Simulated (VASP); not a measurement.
# TaN (P6/mmm) in VASP: notebook, part 2 of 2

VASP 6.6.1. Earlier steps stand in the parts before.

**4. Single point, PBEsol+U, collinear spin, ferrimagnetic start**

INCAR reads:

```
PREC     = Accurate       # precision mode
ENCUT    = 520            # plane-wave cutoff, eV
EDIFF    = 1E-7           # SCF threshold, eV
ISMEAR   = 0              # smearing method
SIGMA    = 0.05           # smearing width, eV
LREAL    = False          # projectors in reciprocal space
LASPH    = True           # aspherical terms in the spheres
NELM     = 150            # most SCF steps
ALGO     = Normal         # electronic algorithm
ISIF     = 2              # what is computed and relaxed
LWAVE    = False          # write WAVECAR
LCHARG   = False          # write CHGCAR
ISPIN    = 2              # spin polarisation
MAGMOM   = 0.51 -0.08 -0.08 0.02 0.02 0.01 # initial moments
LORBIT   = 11             # projections on sites
LMAXMIX  = 4              # l up to which the mixer works
LDAU     = True           # DFT+U
LDAUTYPE = 2            
LDAUL    = 2 -1           # shell
LDAUU    = 7 0            # U, eV
LDAUJ    = 0 0          
LDAUPRINT= 1            
GGA      = PS             # functional
NBANDS   = 37             # bands
```

KPOINTS reads:

```
Automatic mesh
0
Gamma
  4 4 7
```

POSCAR reads:

```
TaN
1.0
    5.1850002000      0.0000000000      0.0000000000
   -2.5925001000      4.4903418900      0.0000000000
    0.0000000000      0.0000000000      2.9080005300
Ta N
3 3
Direct
    0.0000000000      0.0000000000      0.0000000000
    0.3333333333      0.6666666667      0.5000000000
    0.6666666667      0.3333333333      0.5000000000
    0.5000000000      0.0000000000      0.0000000000
    0.5000000000      0.5000000000      0.0000000000
    0.0000000000      0.5000000000      0.0000000000
```

Potentials or basis: VASP PAW PBE potentials, release 64 (Ta_pv, N).

Started as:

```bash
$ cat potpaw_PBE.64/Ta_pv/POTCAR potpaw_PBE.64/N/POTCAR > POTCAR
$ mpirun -np 1 vasp_std > vasp.out
```

OUTCAR:

```text
PREC = Accurate
   ENCUT = 520
   EDIFF = 1E-7
   ISMEAR = 0
   LREAL = False
   LASPH = True
   NELM = 150
   ISIF = 2
   ISPIN = 2
   LORBIT = 11
   GGA = PS

 ion  position               nearest neighbor table
   1  0.000  0.000  0.000-   5 2.59   6 2.59   6 2.59   5 2.59   4 2.59   4 2.59   2 3.33   3 3.33
                             2 3.33   3 3.33   2 3.33   2 3.33   3 3.33   3 3.33   2 3.33   3 3.33
   2  0.333  0.667  0.500-   4 2.09   4 2.09   6 2.09   6 2.09   5 2.09   5 2.09   3 2.99   3 2.99
                             3 2.99   1 3.33   1 3.33   1 3.33   1 3.33   1 3.33   1 3.33
   3  0.667  0.333  0.500-   4 2.09   4 2.09   6 2.09   6 2.09   5 2.09   5 2.09   2 2.99   2 2.99
                             2 2.99   1 3.33   1 3.33   1 3.33   1 3.33   1 3.33   1 3.33
   4  0.500  0.000  0.000-   2 2.09   3 2.09   2 2.09   3 2.09   1 2.59   1 2.59
   5  0.500  0.500  0.000-   2 2.09   3 2.09   2 2.09   3 2.09   1 2.59   1 2.59
   6  0.000  0.500  0.000-   2 2.09   3 2.09   2 2.09   3 2.09   1 2.59   1 2.59

  LATTYP: Found a hexagonal cell.
 ALAT       =     5.1850002000
 C/A-ratio  =     0.5608486823

  Lattice vectors:

 A1 = (   5.1850002000,   0.0000000000,   0.0000000000)
 A2 = (  -2.5925001000,   4.4903418900,   0.0000000000)
 A3 = (   0.0000000000,   0.0000000000,   2.9080005300)

Analysis of symmetry for initial positions (statically):
=====================================================================
 Subroutine PRICEL returns:
 Original cell was already a primitive cell.

 Routine SETGRP: Setting up the symmetry group for a
 hexagonal supercell.

 Subroutine GETGRP returns: Found 24 space group operations
 (whereof 24 operations were pure point group operations)
 out of a pool of 24 trial point group operations.

The static configuration has the point symmetry D_6h.

Analysis of symmetry for dynamics (positions and initial velocities):
=====================================================================
 Subroutine PRICEL returns:
 Original cell was already a primitive cell.

 Routine SETGRP: Setting up the symmetry group for a
 hexagonal supercell.

[... 281 lines left out ...]

 val. band max:        8.8696186019   @ k =   0.0000   0.5000   0.1429
 cond. band min:       9.2513912078   @ k =   0.0000   0.0000   0.4286
 fundamental gap:      0.3817726058
 Fermi energy:         8.9044848338

 spin component 1

 k-point     1 :       0.0000    0.0000    0.0000
  band No.  band energies     occupation
      1     -28.6954      1.00000
      2     -28.6954      1.00000
      3     -28.4182      1.00000
      4     -28.4182      1.00000
      5     -28.1410      1.00000
      6     -28.1410      1.00000
[... 1865 lines left out ...]
     35      14.3393      0.00000
     36      16.7153      0.00000

 [... further k-points ...]

 [bands above 36 left out]

------------------------ aborting loop because EDIFF is reached ----------------------------------------

  FORCE on cell =-STRESS in cart. coord.  units (eV):
  Direction    XX          YY          ZZ          XY          YZ          ZX
  --------------------------------------------------------------------------------------
  -------------------------------------------------------------------------------------
  Total        9.3374905      9.3375157     12.5640819     -0.0000218      0.0000000      0.0000000
  in kB      220.9622527    220.9628478    297.3162684     -0.0005155      0.0000000      0.0000000
  external PRESSURE =     246.4137896 kB  Pullay stress =       0.0000000 kB

 VOLUME and BASIS-vectors are now :
 -----------------------------------------------------------------------------
  energy-cutoff  :      520.00
  volume of cell :       67.71
      direct lattice vectors                 reciprocal lattice vectors
     5.185000200  0.000000000  0.000000000     0.192864023  0.111350096  0.000000000
    -2.592500100  4.490341890  0.000000000     0.000000000  0.222700192  0.000000000
     0.000000000  0.000000000  2.908000530     0.000000000  0.000000000  0.343878892

 POSITION                                       TOTAL-FORCE (eV/Angst)
 -----------------------------------------------------------------------------------
      0.00000      0.00000      0.00000        -0.000000      0.000000      0.000000
     -0.00000      2.99356      1.45400        -0.000004     -0.000002     -0.000000
      2.59250      1.49678      1.45400         0.000004      0.000002      0.000000
      2.59250      0.00000      0.00000        -0.000000      0.000000      0.000000
      1.29625      2.24517      0.00000        -0.000000      0.000000      0.000000
     -1.29625      2.24517      0.00000        -0.000000      0.000000      0.000000
 -----------------------------------------------------------------------------------
    total drift:                               -0.000000      0.000000     -0.000000

  FREE ENERGIE OF THE ION-ELECTRON SYSTEM (eV)
  ---------------------------------------------------
  free  energy   TOTEN  =       -50.3300289171 eV

  energy  without entropy=      -50.3290446144  energy(sigma->0) =      -50.32953677

 total charge

# of ion       s       p       d       tot
------------------------------------------
    1        0.315   6.155   1.954   8.424
    2        0.348   6.344   2.159   8.851
    3        0.348   6.344   2.159   8.851
    4        1.248   2.598   0.000   3.845
    5        1.248   2.598   0.000   3.845
    6        1.248   2.598   0.000   3.845
--------------------------------------------------
tot          4.754  26.635   6.271  37.661

 magnetization (x)

# of ion       s       p       d       tot
------------------------------------------
    1        0.000  -0.000  -0.000  -0.000
    2        0.000   0.000   0.000   0.000
    3        0.000   0.000   0.000   0.000
    4       -0.000  -0.000   0.000  -0.000
    5       -0.000  -0.000   0.000  -0.000
    6       -0.000  -0.000   0.000  -0.000
--------------------------------------------------
tot          0.000  -0.000   0.000   0.000
```

It took 82 s on 1 thread of AMD EPYC 9R45 (Zen 5), shared host; peak memory 0.25 GiB.

Results:

| Item | Value |
| --- | --- |
| Free energy | -50.3300 eV |
| Pressure | 24.6 GPa |
| Band gap on the k mesh | zero (filled and empty bands overlap) |
| Net moment | 0.00 μB per cell |
| Valence electrons inside the program's atomic spheres | Ta 8.42, 8.85; N 3.85 |

Levels at points of the mesh, in eV from the Fermi level:
Spin up:
```csv
k point,band 20,band 21,band 22,band 23,band 24,band 25,band 26,band 27,band 28,band 29
"(0.00, 0.00, 0.00)",-3.17,-3.17,-2.82,-2.02,-0.82,-0.82,0.95,1.11,1.11,2.64
"(0.50, 0.00, 0.00)",-4.78,-3.61,-3.09,-1.97,-0.54,1.59,2.20,2.31,2.54,2.62
"(0.00, 0.50, 0.00)",-4.78,-3.61,-3.09,-1.97,-0.54,1.59,2.20,2.31,2.54,2.62
```
Spin down:
```tsv
k point	band 22	band 23	band 24	band 25	band 26	band 27
(0.00, 0.00, 0.00)	-2.82	-2.02	-0.82	-0.82	0.95	1.11
(0.50, 0.00, 0.00)	-3.09	-1.97	-0.54	1.59	2.20	2.31
(0.00, 0.50, 0.00)	-3.09	-1.97	-0.54	1.59	2.20	2.31
```

Eigenvalues of the final occupation matrices:
| site | spin | trace | eigenvalues |
| --- | --- | --- | --- |
| site 1 d | 1 | 0.99 | 0.14 0.14 0.24 0.24 0.24 |
| site 1 d | 2 | 0.99 | 0.14 0.14 0.24 0.24 0.24 |
| site 2 d | 1 | 1.10 | 0.20 0.20 0.23 0.23 0.25 |
| site 2 d | 2 | 1.10 | 0.20 0.20 0.23 0.23 0.25 |
| site 3 d | 1 | 1.10 | 0.20 0.20 0.23 0.23 0.25 |
| site 3 d | 2 | 1.10 | 0.20 0.20 0.23 0.23 0.25 |

Caveat: the PAW data sets were made with another functional, which shifts forces and pressure a little; spin-orbit coupling is left out, which moves the levels of the heavy elements. The state reached can hang on the start; a lower one may exist.

**5. Single point, PBEsol+U, collinear spin, antiferromagnetic start**

INCAR reads:

```
  ALGO = Normal
  EDIFF = 1E-6
  ENCUT = 520
  GGA = PS
  ISIF = 2
  ISMEAR = 0
  ISPIN = 2
  LASPH = True
  LCHARG = False
  LDAU = True
  LDAUJ = 0 0
  LDAUL = 2 -1
  LDAUPRINT = 1
  LDAUTYPE = 2
  LDAUU = 7 0
  LMAXMIX = 4
  LORBIT = 11
  LREAL = False
  LWAVE = False
  MAGMOM = 0 0 0 0.02 -0.01 -0.01
  NBANDS = 37
  NELM = 150
  PREC = Accurate
  SIGMA = 0.05
```

KPOINTS reads:

```
k-points
0
Gamma
  4 4 7
```

POSCAR is that of step 4.

Started as:

```bash
$ cat potpaw_PBE.64/Ta_pv/POTCAR potpaw_PBE.64/N/POTCAR > POTCAR
$ mpirun -np 1 vasp_std > vasp.out
```

Wall time 71 s (1 thread of AMD EPYC 9R45 (Zen 5), shared host); peak memory 0.25 GiB.

It converged, with:

* Free energy: -50.3300 eV
* Pressure: 24.7 GPa
* Band gap on the k mesh: zero (filled and empty bands overlap)
* Net moment: 0.00 μB per cell
* Valence electrons inside the program's atomic spheres: Ta 8.42, 8.85; N 3.85

Stress tensor (GPa, compression positive):
```
22.11  0.00  0.00
 0.00 22.11  0.00
 0.00  0.00 29.74
```

Levels at points of the mesh, in eV from the Fermi level:
Spin up:
| k point | band 22 | band 23 | band 24 | band 25 | band 26 | band 27 |
| --- | --- | --- | --- | --- | --- | --- |
| (0.00, 0.00, 0.00) | -2.82 | -2.02 | -0.82 | -0.82 | 0.95 | 1.11 |
| (0.50, 0.00, 0.00) | -3.09 | -1.97 | -0.54 | 1.59 | 2.20 | 2.30 |
| (0.00, 0.50, 0.00) | -3.09 | -1.97 | -0.54 | 1.59 | 2.20 | 2.30 |
Spin down:
| k point | band 22 | band 23 | band 24 | band 25 | band 26 | band 27 |
| --- | --- | --- | --- | --- | --- | --- |
| (0.00, 0.00, 0.00) | -2.82 | -2.02 | -0.82 | -0.82 | 0.95 | 1.11 |
| (0.50, 0.00, 0.00) | -3.09 | -1.97 | -0.54 | 1.59 | 2.20 | 2.30 |
| (0.00, 0.50, 0.00) | -3.09 | -1.97 | -0.54 | 1.59 | 2.20 | 2.30 |

Eigenvalues of the final occupation matrices:
```tsv
site	spin	trace	eigenvalues
site 1 d	1	0.99	0.14 0.14 0.24 0.24 0.24
site 1 d	2	0.99	0.14 0.14 0.24 0.24 0.24
site 2 d	1	1.10	0.20 0.20 0.23 0.23 0.25
site 2 d	2	1.10	0.20 0.20 0.23 0.23 0.25
site 3 d	1	1.10	0.20 0.20 0.23 0.23 0.25
site 3 d	2	1.10	0.20 0.20 0.23 0.23 0.25
```

Caveat: the PAW data sets were made with another functional, which shifts forces and pressure a little; spin-orbit coupling is left out, which moves the levels of the heavy elements. The state reached can hang on the start; a lower one may exist.

**6. Single point, PBEsol+U, collinear spin, ferrimagnetic start**

INCAR reads:

```
SYSTEM = TaN
  PREC = Accurate
  ENCUT = 520
  EDIFF = 1E-6
  ISMEAR = 0
  SIGMA = 0.05
  LREAL = .FALSE.
  LASPH = .TRUE.
  NELM = 150
  ALGO = Normal
  ISIF = 2
  LWAVE = .FALSE.
  LCHARG = .TRUE.
  ISPIN = 2
  MAGMOM = 0.51 -0.08 -0.08 0.02 0.02 0.01
  LORBIT = 11
  LMAXMIX = 4
  LDAU = .TRUE.
  LDAUTYPE = 2
  LDAUL = 2 -1
  LDAUU = 7 0
  LDAUJ = 0 0
  LDAUPRINT = 1
  GGA = PS
  LELF = .TRUE.
  LVHAR = .TRUE.
  NBANDS = 37
```

KPOINTS reads:

```
regular mesh
0
G
  4 4 7
  0 0 0
```

POSCAR is that of step 5.

Potentials or basis: VASP PAW PBE potentials, release 64 (Ta_pv, N).

Started as:

```bash
$ cat potpaw_PBE.64/Ta_pv/POTCAR potpaw_PBE.64/N/POTCAR > POTCAR
$ mpirun -np 1 vasp_std > vasp.out
```

Run time: 80 s. Hardware: 1 thread of AMD EPYC 9R45 (Zen 5), shared host; peak memory 0.25 GiB.

The run converged. Its results:

```yaml
Free_energy: -50.3300 eV
Pressure: 24.6 GPa
Band_gap_on_the_k_mesh: zero (filled and empty bands overlap)
Net_moment: 0.00 μB per cell
Valence_electrons_inside_the_program's_atomic_spheres: Ta 8.42, 8.85; N 3.85
```

Stress tensor (GPa, compression positive):
```
22.10  0.00  0.00
 0.00 22.10  0.00
 0.00  0.00 29.73
```

Levels at points of the mesh, in eV from the Fermi level:
Spin up:
```csv
k point,band 22,band 23,band 24,band 25,band 26,band 27
"(0.00, 0.00, 0.00)",-2.82,-2.02,-0.82,-0.82,0.95,1.11
"(0.50, 0.00, 0.00)",-3.09,-1.97,-0.54,1.59,2.20,2.31
"(0.00, 0.50, 0.00)",-3.09,-1.97,-0.54,1.59,2.20,2.31
```
Spin down:
| k point | band 20 | band 21 | band 22 | band 23 | band 24 | band 25 | band 26 | band 27 | band 28 | band 29 |
| --- | --- | --- | --- | --- | --- | --- | --- | --- | --- | --- |
| (0.00, 0.00, 0.00) | -3.17 | -3.17 | -2.82 | -2.02 | -0.82 | -0.82 | 0.95 | 1.11 | 1.11 | 2.64 |
| (0.50, 0.00, 0.00) | -4.78 | -3.61 | -3.09 | -1.97 | -0.54 | 1.59 | 2.20 | 2.31 | 2.54 | 2.62 |
| (0.00, 0.50, 0.00) | -4.78 | -3.61 | -3.09 | -1.97 | -0.54 | 1.59 | 2.20 | 2.31 | 2.54 | 2.62 |

Eigenvalues of the final occupation matrices:
| site | spin | trace | eigenvalues |
| --- | --- | --- | --- |
| site 1 d | 1 | 0.99 | 0.14 0.14 0.24 0.24 0.24 |
| site 1 d | 2 | 0.99 | 0.14 0.14 0.24 0.24 0.24 |
| site 2 d | 1 | 1.10 | 0.20 0.20 0.23 0.23 0.25 |
| site 2 d | 2 | 1.10 | 0.20 0.20 0.23 0.23 0.25 |
| site 3 d | 1 | 1.10 | 0.20 0.20 0.23 0.23 0.25 |
| site 3 d | 2 | 1.10 | 0.20 0.20 0.23 0.23 0.25 |

Caveat: the PAW data sets were made with another functional, which shifts forces and pressure a little; spin-orbit coupling is left out, which moves the levels of the heavy elements. The state reached can hang on the start; a lower one may exist.
